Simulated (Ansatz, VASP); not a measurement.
TaN: VASP beside Ansatz

```
Ta N
1.0
     2.95746    0.00000    0.00000
    -1.47873    2.56123    0.00000
     0.00000    0.00000    2.90209
Ta N
1 1
Direct
  0.33333 0.66667 0.50000
  0.00000 0.00000 0.00000
```

Change from the starting cell: volume scaled by 1.02, PAW files.

Alike in both runs: task electric field gradients; functional PBEsol; k mesh 12 × 12 × 10; occupations fermi-dirac, width 0.02 eV; no spin polarisation.

```csv
,VASP,Ansatz
version,VASP 6.6.1,Ansatz 0.2.0
potentials or method,"VASP PAW PBE potentials, release 64 (Ta_sv_GW, N)","PAW with Ansatz's default frozen-core files, scalar-relativistic"
plane-wave cutoff (eV),520,420
valence electrons in the cell,18,18
```

```tsv
	VASP	Ansatz	Ansatz less VASP
size of Vzz on the site where it differs most (V/Å²)	36.8	54.5	+17.63
```

VASP's potentials were made for PBE, not for PBEsol.

Neither program's run includes spin-orbit coupling.
